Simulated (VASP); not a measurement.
**MoS2: single point with PBE**

Slab: MoS2, a slab with vacuum.

```
S Mo
1.0
     3.17100    0.00000    0.00000
    -1.58550    2.74617    0.00000
     0.00000    0.00000   29.17250
S Mo
4 2
Direct
  0.00000 0.00000 0.34279
  0.33333 0.66667 0.44760
  0.66667 0.33333 0.57265
  0.00000 0.00000 0.68190
  0.66667 0.33333 0.39519
  0.33333 0.66667 0.62728
```

```yaml
Program: VASP 6.6.1
Task: single point
Functional: PBE
Potentials_or_basis: VASP PAW PBE potentials, release 64 (S, Mo_sv)
Cutoff: 520 eV
k_mesh: 9 × 9 × 1
Occupations: gaussian, width 0.05 eV
Spin: collinear spin, ferromagnetic start
Starting_moments: "[0.0, 0.0, 0.0, 0.0, 1.0, 1.0] μB"
Dipole_correction: yes
Further_INCAR_settings: ALGO = Normal; EDIFF = 1e-06; NBANDS = 39
```

| Item | Value |
| --- | --- |
| Largest force | 1.055 eV/Å |
| Band gap on the k mesh | zero (filled and empty bands overlap) |
| Net moment | 0.00 μB per cell |
| Valence electrons inside the program's atomic spheres | S 3.71, 3.69; Mo 12.50, 12.39 |

Forces on the atoms (eV/Å):
```
S    0.000  0.000 -1.055
S    0.000  0.000  1.052
S    0.000  0.000  0.009
S    0.000  0.000 -0.008
Mo   0.000  0.000 -0.001
Mo   0.000  0.000  0.002
```

Levels at points of the mesh, in eV from the Fermi level:
Spin up:
```tsv
k point	band 24	band 25	band 26	band 27	band 28	band 29
(0.00, 0.00, 0.00)	-0.79	-0.79	-0.56	-0.25	-0.25	-0.07
```
Spin down:
| k point | band 24 | band 25 | band 26 | band 27 | band 28 | band 29 |
| --- | --- | --- | --- | --- | --- | --- |
| (0.00, 0.00, 0.00) | -0.79 | -0.79 | -0.56 | -0.25 | -0.25 | -0.07 |

It took 4.5 min on 1 thread of Intel(R) Xeon(R) 6975P-C (Granite Rapids) (shared host), peak memory 0.54 GiB.
